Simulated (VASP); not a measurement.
A run of VASP 6.6.1 is set up as follows.

The input INCAR:

```
SYSTEM = Cu
ALGO = Normal
EDIFF = 1E-6
ENCUT = 520
GGA = CA
ISIF = 2
ISMEAR = -1
LASPH = .True.
LCHARG = .False.
LREAL = .False.
LWAVE = .False.
NBANDS = 30
NELM = 100
PREC = Accurate
SIGMA = 0.1
```

KPOINTS

```
k-points
0
Gamma
  19 19 5
  0 0 0
```

POSCAR

```
Cu
1.0
    2.4881180135      0.0000000000      0.0000000000
   -1.2440590068      2.1547734073      0.0000000000
    0.0000000000      0.0000000000      8.1293096459
Cu
4
Direct
    0.0000000000      1.0000000000      1.0000000000
    1.0000000000      1.0000000000      0.5000000000
    0.3333333333      0.6666666667      0.2500000000
    0.6666666667      0.3333333333      0.7500000000
```

Potentials or basis: VASP PAW LDA potentials, release 64 (Cu).

Run with:

```sh
$ cat potpaw_LDA.64/Cu/POTCAR > POTCAR
$ mpirun -np 1 vasp_std > vasp.out
```

**Question.** Estimate the band gap on the k mesh.

**Answer.** Zero (bands 22 and 23 overlap by 5.58 eV).

**Question.** What does it give for the pressure?

**Answer.** 1.0 GPa.

Stress tensor (GPa, compression positive):
```
0.68 0.00 0.00
0.00 0.68 0.00
0.00 0.00 1.62
```
